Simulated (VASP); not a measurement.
Here is a VASP 6.6.1 calculation.

File INCAR:

```
SYSTEM = Cu
ALGO     = Normal         ! electronic algorithm
EDIFF    = 1E-6           ! SCF threshold, eV
ENCUT    = 520            ! plane-wave cutoff, eV
GGA      = PS             ! functional
ISIF     = 2              ! what is computed and relaxed
ISMEAR   = -1             ! smearing method
LASPH    = .TRUE.         ! aspherical terms in the spheres
LCHARG   = .FALSE.        ! write CHGCAR
LREAL    = .FALSE.        ! projectors in reciprocal space
LWAVE    = .FALSE.        ! write WAVECAR
NBANDS   = 18             ! bands
NELM     = 80             ! most SCF steps
PREC     = Accurate       ! precision mode
SIGMA    = 0.05           ! smearing width, eV
```

KPOINTS

```
k-points
0
G
  11 11 11
  0 0 0
```

The input POSCAR:

```
Cu
1.0
    1.2158372720     -3.9463842331      0.0000000000
    1.2158372720      3.9463842331      0.0000000000
    0.0000000000      0.0000000000      2.4745658605
Cu
2
Direct
    0.8661008950      0.1338991050      0.7500000000
    0.1338991050      0.8661008950      0.2500000000
```

Potentials or basis: VASP PAW PBE potentials, release 64 (Cu).

The run is started by

```sh
$ cat potpaw_PBE.64/Cu/POTCAR > POTCAR
$ mpirun -np 1 vasp_std > vasp.out
```

(1) Predict the pressure.

(2) Predict the band gap on the k mesh.

(3) What does it give for the largest force?

Answers

(1) 0.7 GPa.

(2) zero (bands 11 and 12 overlap by 5.41 eV).

(3) 0.005 eV/Å.

Caveat: the PAW data sets were made with another functional, which shifts forces and pressure a little.
